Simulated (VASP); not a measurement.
# GaP47 in VASP: single point with PBEsol

Aim: the single point of GaP47 with PBEsol.

Program: VASP 6.6.1. These are calculated values, not measurements. Logs are shortened: lines on timing, memory, paths and dates and some standing lists are left out, and cuts for length are marked.

**1. The cell of the first run**

The cell holds a slab with vacuum, 48 atoms: a = 13.141 Å, b = 13.298 Å, c = 18.000 Å, α = 90.00°, β = 90.00°, γ = 90.00°.

**2. Single point, PBEsol**

The input, INCAR:

```
SYSTEM = GaP47
PREC = Accurate
ENCUT = 520
EDIFF = 1E-6
ISMEAR = -1
SIGMA = 0.05
LREAL = Auto
LASPH = .True.
NELM = 80
ALGO = Normal
ISIF = 2
LWAVE = .False.
LCHARG = .False.
GGA = PS
NBANDS = 154
```

The input, KPOINTS:

```
Automatic mesh
0
Gamma
  1 1 1
  0 0 0
```

The input, POSCAR:

```
GaP47
1.0
   13.1408260000      0.0000000000      0.0000000000
    0.0000000000     13.2980700000      0.0000000000
    0.0000000000      0.0000000000     18.0000000000
P Ga
47 1
Direct
    0.9999250000      0.0253890000      0.5751070000
    0.9972590000      0.3749670000      0.5514820000
    0.9974360000      0.6821180000      0.5431350000
    0.2497740000      0.0264910000      0.5756890000
    0.2413310000      0.3799210000      0.5677460000
    0.2529240000      0.6728150000      0.5393100000
    0.4995370000      0.0264950000      0.5756670000
    0.5079480000      0.3799040000      0.5677390000
    0.4963770000      0.6727850000      0.5392780000
    0.7493780000      0.0253850000      0.5751080000
    0.7520800000      0.3749560000      0.5514980000
    0.7518810000      0.6820970000      0.5430810000
    0.1244360000      0.1388890000      0.5751800000
    0.1197980000      0.4853870000      0.5424510000
    0.1270920000      0.7848150000      0.5593430000
    0.3746570000      0.1391630000      0.5775530000
    0.3746670000      0.7845270000      0.5576280000
    0.6248650000      0.1388980000      0.5751780000
    0.6295070000      0.4853450000      0.5424510000
    0.6222370000      0.7847810000      0.5593340000
    0.8746570000      0.1382910000      0.5746620000
    0.8746750000      0.4841520000      0.5406060000
    0.8746450000      0.7948420000      0.5540530000
    0.9996890000      0.2921910000      0.4430650000
    0.0001440000      0.6421100000      0.4227510000
    0.0033430000      0.9791520000      0.4563940000
    0.2494920000      0.3043600000      0.4570480000
    0.2474380000      0.6450930000      0.4176520000
    0.2497470000      0.9771020000      0.4571070000
    0.4997890000      0.3043560000      0.4570520000
    0.5018330000      0.6450580000      0.4176240000
    0.4995980000      0.9770970000      0.4570830000
    0.7496350000      0.2921890000      0.4430830000
    0.7492080000      0.6420860000      0.4227010000
    0.7459790000      0.9791300000      0.4563990000
    0.1286590000      0.1866020000      0.4564950000
    0.1247530000      0.5284430000      0.4217610000
    0.1263240000      0.8657960000      0.4497300000
    0.3746340000      0.1943250000      0.4607960000
    0.3746140000      0.5365740000      0.4075900000
    0.3746680000      0.8674480000      0.4485440000
    0.6206530000      0.1866110000      0.4564890000
    0.6245660000      0.5284270000      0.4217630000
    0.6229960000      0.8657440000      0.4497150000
    0.8746570000      0.1811400000      0.4551320000
    0.8746830000      0.5293580000      0.4216940000
    0.8746760000      0.8717630000      0.4440950000
    0.3746590000      0.4887750000      0.5340710000
```

Potentials or basis: VASP PAW PBE potentials, release 64 (P, Ga_d).

Launch:

```
> cat potpaw_PBE.64/P/POTCAR potpaw_PBE.64/Ga_d/POTCAR > POTCAR
> mpirun -np 1 vasp_gam > vasp.out
```

OUTCAR:

```text
SYSTEM = GaP47
   PREC = Accurate
   ENCUT = 520
   EDIFF = 1E-6
   ISMEAR = -1
   LREAL = Auto
   LASPH = .True.
   NELM = 80
   ISIF = 2
   GGA = PS

 ion  position               nearest neighbor table
   1  1.000  0.025  0.575-  26 2.22  13 2.23  21 2.23
   2  0.997  0.375  0.551-  22 2.18  14 2.19  24 2.24
   3  0.997  0.682  0.543-  15 2.20  23 2.21  25 2.23
   4  0.250  0.026  0.576-  16 2.22  13 2.22  29 2.23
   5  0.241  0.380  0.568-  14 2.17  27 2.23  48 2.35
   6  0.253  0.673  0.539-  17 2.21  28 2.22  15 2.25  48 2.93
   7  0.500  0.026  0.576-  16 2.22  18 2.22  32 2.23
   8  0.508  0.380  0.568-  19 2.17  30 2.23  48 2.35
   9  0.496  0.673  0.539-  17 2.21  31 2.22  20 2.25  48 2.92
  10  0.749  0.025  0.575-  35 2.22  18 2.23  21 2.23
  11  0.752  0.375  0.551-  22 2.18  19 2.19  33 2.24
  12  0.752  0.682  0.543-  20 2.20  23 2.21  34 2.23
  13  0.124  0.139  0.575-   4 2.22   1 2.23  36 2.23
  14  0.120  0.485  0.542-   5 2.17   2 2.19  37 2.25
  15  0.127  0.785  0.559-   3 2.20  38 2.25   6 2.25
[... 30 lines left out ...]
  46  0.875  0.529  0.422-  22 2.22  34 2.23  25 2.23
  47  0.875  0.872  0.444-  26 2.22  35 2.22  23 2.23
  48  0.375  0.489  0.534-   8 2.35   5 2.35  40 2.36   9 2.92   6 2.93

  LATTYP: Found a simple orthorhombic cell.
 ALAT       =    13.1408260000
 B/A-ratio  =     1.0119660667
 C/A-ratio  =     1.3697769075

  Lattice vectors:

 A1 = (  13.1408260000,   0.0000000000,   0.0000000000)
 A2 = (   0.0000000000,  13.2980700000,   0.0000000000)
 A3 = (   0.0000000000,   0.0000000000,  18.0000000000)

Analysis of symmetry for initial positions (statically):
=====================================================================
 Subroutine PRICEL returns:
 Original cell was already a primitive cell.

 Routine SETGRP: Setting up the symmetry group for a
 simple orthorhombic supercell.

 Subroutine GETGRP returns: Found  1 space group operations
 (whereof  1 operations were pure point group operations)
 out of a pool of  8 trial point group operations.

The static configuration has the point symmetry C_1 .

Analysis of symmetry for dynamics (positions and initial velocities):
=====================================================================
 Subroutine PRICEL returns:
 Original cell was already a primitive cell.

 Routine SETGRP: Setting up the symmetry group for a
 simple orthorhombic supercell.

 Subroutine GETGRP returns: Found  1 space group operations
 (whereof  1 operations were pure point group operations)
 out of a pool of  8 trial point group operations.

The dynamic configuration has the point symmetry C_1 .

 Subroutine INISYM returns: Found  1 space group operations
 (whereof  1 operations are pure point group operations),
 and found     1 'primitive' translations

----------------------------------------------------------------------------------------

                                     Primitive cell

  volume of cell :    3145.4572

  direct lattice vectors                    reciprocal lattice vectors
    13.140826000  0.000000000  0.000000000     0.076098717  0.000000000  0.000000000
     0.000000000 13.298070000  0.000000000     0.000000000  0.075198882  0.000000000
     0.000000000  0.000000000 18.000000000     0.000000000  0.000000000  0.055555556

  length of vectors
    13.140826000 13.298070000 18.000000000     0.076098717  0.075198882  0.055555556

  position of ions in fractional coordinates (direct lattice)
     0.999925000  0.025389000  0.575107000
     0.997259000  0.374967000  0.551482000
     0.997436000  0.682118000  0.543135000
     0.249774000  0.026491000  0.575689000
     0.241331000  0.379921000  0.567746000
     0.252924000  0.672815000  0.539310000
[... 40 lines left out ...]
     0.874676000  0.871763000  0.444095000
     0.374659000  0.488775000  0.534071000

  ion indices of the primitive-cell ions
   primitive index   ion index
                 1           1
                 2           2
                 3           3
                 4           4
                 5           5
                 6           6
[... 40 lines left out ...]
                47          47
                48          48

----------------------------------------------------------------------------------------

 KPOINTS: Automatic mesh

Automatic generation of k-mesh.
 Grid dimensions read from file:
 generate k-points for:    1    1    1

 Generating k-lattice:

  Cartesian coordinates                     Fractional coordinates (reciprocal lattice)
     0.076098717  0.000000000  0.000000000     1.000000000  0.000000000  0.000000000
     0.000000000  0.075198882  0.000000000     0.000000000  1.000000000  0.000000000
     0.000000000  0.000000000  0.055555556     0.000000000  0.000000000  1.000000000

  Length of vectors
     0.076098717  0.075198882  0.055555556

  Shift w.r.t. Gamma in fractional coordinates (k-lattice)
     0.000000000  0.000000000  0.000000000

 Subroutine IBZKPT returns following result:
 ===========================================

 Found      1 irreducible k-points:

 Following reciprocal coordinates:
            Coordinates               Weight
  0.000000  0.000000  0.000000      1.000000
   k-points           NKPTS =      1   k-points in BZ     NKDIM =      1   number of bands    NBANDS=    154
   number of dos      NEDOS =    301   number of ions     NIONS =     48
   total plane-waves  NPLWV = ******
   dimension x,y,z NGX =    98 NGY =  100 NGZ =  140
   dimension x,y,z NGXF=   196 NGYF=  200 NGZF=  280
   ions per type =              47   1
   NGX,Y,Z   is equivalent  to a cutoff of  12.40, 12.50, 12.93 a.u.
   NGXF,Y,Z  is equivalent  to a cutoff of  24.80, 25.00, 25.86 a.u.
 SYSTEM =  GaP47
   PREC   = accura    normal or accurate (medium, high low for compatibility)
   ISTART =      0    job   : 0-new  1-cont  2-samecut
   ICHARG =      2    charge: 1-file 2-atom 10-const
   ISPIN  =      1    spin polarized calculation?
   LNONCOLLINEAR =      F non collinear calculations
   LSORBIT =      F    spin-orbit coupling
   LASPH  =      T    aspherical Exc in radial PAW
   ENCUT  =  520.0 eV  38.22 Ry    6.18 a.u.  24.43 24.73 33.47*2*pi/ulx,y,z
   NELM   =     80;   NELMIN=  2; NELMDL= -5     # of ELM steps
   EDIFF  = 0.1E-05   stopping-criterion for ELM
   LREAL  =      T    real-space projection
   EDIFFG = 0.1E-04   stopping-criterion for IOM
   NSW    =      0    number of steps for IOM
   IBRION =     -1    ionic relax: 0-MD 1-quasi-New 2-CG
   NFREE  =      0    steps in history (QN), initial steepest desc. (CG)
   ISIF   =      2    stress and relaxation
   ISYM   =      2    0-nonsym 1-usesym 2-fastsym
   POTIM  = 0.5000    time-step for ionic-motion
   TEBEG  =    0.0;   TEEND  =   0.0 temperature during run
   PSTRESS=    0.0 pullay stress
   NELECT =     248.0000    total number of electrons
   NUPDOWN=      -1.0000    fix difference up-down
   EMIN   =  10.00;   EMAX   =-10.00  energy-range for DOS
   EFERMI =   0.00;   METHOD = LEGACY
   ISMEAR =    -1;   SIGMA  =   0.05  broadening in eV -4-tet -1-fermi 0-gaus
   EFERMI_NEDOS =   21; number of points for ismear=-14 and -15
   IALGO  =     38    algorithm
   IMIX   =      4    mixing-type and parameters
     AMIX     =   0.40;   BMIX     =  1.00
     AMIX_MAG =   1.60;   BMIX_MAG =  1.00
  volume/ion in A,a.u.               =      65.53       442.22
  Fermi-wavevector in a.u.,A,eV,Ry     =   0.701990  1.326568  6.704810  0.492790
  Thomas-Fermi vector in A             =   1.786567
   LORBIT       =      0    0 simple, 1 ext, 2 COOP (PROOUT), +10 PAW based schemes
   GGA     = PS    functional components
   LHFCALC =     F    Hartree Fock is set to
   AEXX    =    0.0000 exact exchange contribution
   IVDW    =     0    specifies the selected vdW correction
   LEPSILON=     F    determine dielectric tensor
   LRPA    =     F    only Hartree local field effects (RPA)
 non-spin polarized calculation
  energy-cutoff  :      520.00
  volume of cell :     3145.46
 maximum number of plane-waves:     42388
 NGX is ok and might be reduce to    98
   NGX = 49   NGY = 49   NGZ = 67

 number of electron     248.0000006 magnetization

 Free energy of the ion-electron system (eV)
  ---------------------------------------------------
  ext. energy  EPLUGINS =         0.00000000
  ---------------------------------------------------
  free energy    TOTEN  =      -269.96308676 eV

  energy without entropy =     -269.96279549  energy(sigma->0) =     -269.96294113

 E-fermi :  -1.4226     XC(G=0):  -3.4688

 val. band max:       -1.8658296741   @ k =   0.0000   0.0000   0.0000
 cond. band min:      -0.9811991751   @ k =   0.0000   0.0000   0.0000
 fundamental gap:      0.8846304990
 Fermi energy:        -1.4225977550

 k-point     1 :       0.0000    0.0000    0.0000
  band No.  band energies     occupation
      1     -16.9733      2.00000
      2     -16.4741      2.00000
      3     -16.3865      2.00000
      4     -16.3823      2.00000
      5     -16.3334      2.00000
      6     -16.3167      2.00000
[... 128 lines left out ...]
    135       0.1489      0.00000
    136       0.1514      0.00000
 [bands above 136 left out]

------------------------ aborting loop because EDIFF is reached ----------------------------------------

  FORCE on cell =-STRESS in cart. coord.  units (eV):
  Direction    XX          YY          ZZ          XY          YZ          ZX
  --------------------------------------------------------------------------------------
  -------------------------------------------------------------------------------------
  Total       12.8372844     -9.6839106     -0.9670121     -0.0155906      0.0295892      0.0043004
  in kB        6.5388287     -4.9326190     -0.4925595     -0.0079413      0.0150716      0.0021905
  external PRESSURE =       0.3712168 kB  Pullay stress =       0.0000000 kB

 VOLUME and BASIS-vectors are now :
 -----------------------------------------------------------------------------
  energy-cutoff  :      520.00
  volume of cell :     3145.46
      direct lattice vectors                 reciprocal lattice vectors
    13.140826000  0.000000000  0.000000000     0.076098717  0.000000000  0.000000000
     0.000000000 13.298070000  0.000000000     0.000000000  0.075198882  0.000000000
     0.000000000  0.000000000 18.000000000     0.000000000  0.000000000  0.055555556

 POSITION                                       TOTAL-FORCE (eV/Angst)
 -----------------------------------------------------------------------------------
     13.13984      0.33762     10.35193         0.005000      0.007295     -0.011445
     13.10481      4.98634      9.92668         0.001014     -0.002748     -0.011582
     13.10713      9.07085      9.77643         0.008486      0.025098     -0.014387
      3.28224      0.35228     10.36240        -0.001117      0.010822     -0.009138
      3.17129      5.05222     10.21943         0.000591      0.005640     -0.018989
      3.32363      8.94714      9.70758        -0.001418      0.029448     -0.013724
[... 40 lines left out ...]
     11.49397     11.59277      7.99371         0.000187      0.008380      0.009964
      4.92333      6.49976      9.61328        -0.002459     -0.023661     -0.016536
 -----------------------------------------------------------------------------------
    total drift:                               -0.008147      0.007840      0.014628

  FREE ENERGIE OF THE ION-ELECTRON SYSTEM (eV)
  ---------------------------------------------------
  free  energy   TOTEN  =      -269.9630867604 eV

  energy  without entropy=     -269.9627954912  energy(sigma->0) =     -269.96294113
```

Run time: 20 min. Hardware: 1 thread of Intel Xeon Platinum 8259CL at 2.50GHz (Skylake/Cascade Lake), shared host; peak memory 2 GiB.

What came out:

* Free energy: -269.9631 eV
* Largest force: 0.041 eV/Å
* Band gap on the k mesh: 0.88 eV

Forces on the atoms (eV/Å):
```
P    0.005  0.007 -0.011
P    0.001 -0.003 -0.012
P    0.008  0.025 -0.014
P   -0.001  0.011 -0.009
P    0.001  0.006 -0.019
P   -0.001  0.029 -0.014
P    0.002  0.009 -0.011
P    0.007  0.007 -0.018
P    0.002  0.031 -0.011
P   -0.002  0.008 -0.012
P   -0.006 -0.001 -0.012
P   -0.004  0.026 -0.014
P    0.007 -0.010 -0.023
P    0.008 -0.019 -0.010
P    0.003 -0.006 -0.016
P    0.003 -0.011 -0.026
P   -0.003 -0.002 -0.008
P   -0.007 -0.011 -0.024
P   -0.011 -0.018 -0.009
P   -0.003 -0.007 -0.015
P   -0.002 -0.017 -0.033
P   -0.004 -0.011 -0.024
P    0.000 -0.007 -0.014
P   -0.002 -0.011  0.005
P   -0.010 -0.020  0.018
P   -0.015 -0.019  0.017
P    0.005 -0.005  0.009
P   -0.012 -0.020  0.014
P    0.004 -0.022  0.014
P   -0.002 -0.011  0.007
P    0.013 -0.021  0.016
P   -0.001 -0.015  0.016
P    0.000 -0.005  0.006
P    0.006 -0.017  0.025
P    0.011 -0.021  0.016
P   -0.017  0.022  0.027
P   -0.011  0.015  0.013
P    0.000  0.003  0.015
P    0.001  0.014  0.027
P    0.002  0.015  0.012
P    0.001  0.006  0.011
P    0.015  0.026  0.028
P    0.006  0.015  0.011
P    0.005  0.015  0.017
P    0.002  0.023  0.027
P    0.002  0.011  0.016
P    0.000  0.008  0.010
Ga  -0.002 -0.024 -0.017
```

Caveat: the k points lie up to 0.48 Å⁻¹ apart; the PAW data sets were made with another functional, which shifts forces and pressure a little.
